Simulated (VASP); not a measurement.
Input of a VASP 6.6.1 run:

The input INCAR:

```
SYSTEM = NaF
ALGO = Normal
EDIFF = 1E-6
ENCUT = 520
GGA = PE
ISIF = 2
ISMEAR = 0
LASPH = .TRUE.
LCHARG = .FALSE.
LREAL = .FALSE.
LWAVE = .FALSE.
NBANDS = 14
NELM = 80
PREC = Accurate
SIGMA = 0.05
```

Contents of KPOINTS:

```
k-points
0
G
  8 8 8
  0 0 0
```

The input POSCAR:

```
NaF
1.0
    0.0000000000      2.1056067900      2.3233000000
    2.5409932100      0.0000000000      2.3233000000
    2.5409932100      2.1056067900      0.0000000000
Na F
1 1
Direct
    0.0000000000      0.0000000000      0.0000000000
    0.5000000000      0.5000000000      0.5000000000
```

Potentials or basis: VASP PAW PBE potentials, release 64 (Na_pv, F).

Launch:

```console
$ cat potpaw_PBE.64/Na_pv/POTCAR potpaw_PBE.64/F/POTCAR > POTCAR
$ mpirun -np 1 vasp_std > vasp.out
```

Q: What does it give for the band gap on the k mesh?

A: 6.24 eV, direct.

Q: What does it give for the pressure?

A: 5.7 GPa.

Stress tensor (GPa, compression positive):
```
-2.52  0.00  0.00
 0.00 17.12  0.00
 0.00  0.00  2.38
```

Caveat: the cell differs from its parent crystal (strain +0.0937 x Voigt [1, -1, 0, 0, 0, 0]).
